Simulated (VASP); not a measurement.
Runs of VASP 6.6.1 on KCl. The structure is that of space group Fm-3m (No. 225), or close to it. The cells are those of the table. 

```tsv
task	cell	gap on the mesh (eV)	pressure (GPa)
electric field gradients	a = 4.403 Å, angles 60.0°, 2 atoms	5.12	0.2
single point	a = 4.448 Å, angles 60.0°, 2 atoms	5.03	-0.4
single point	a = 4.493 Å, angles 60.0°, 2 atoms	4.93	(a)
single point	a = 4.433 Å, angles 60.0°, 2 atoms	(c)	-0.2
single point	a = 4.463 Å, angles 60.0°, 2 atoms	4.99	-0.5
electric field gradients	a = 4.372 Å, angles 60.0°, 2 atoms	5.19	(b)
single point	a = 4.419, b = 4.419, c = 4.374 Å, angles 60.3, 60.3, 59.3°, 2 atoms	5.12	0.2
```

Alike in all rows: level PBEsol; potentials or basis VASP PAW PBE potentials, release 64 (K_sv, Cl); no spin polarisation; k mesh 7 × 7 × 7; cutoff (eV) 520; smearing fermi-dirac 0.03 eV.

Problem. Fill in the values left out.

Solution. (a) -0.8; (b) 0.6; (c) 5.06.

Caveats: the PAW data sets were made with another functional, which shifts forces and pressure a little.

A k mesh can miss the band edges.
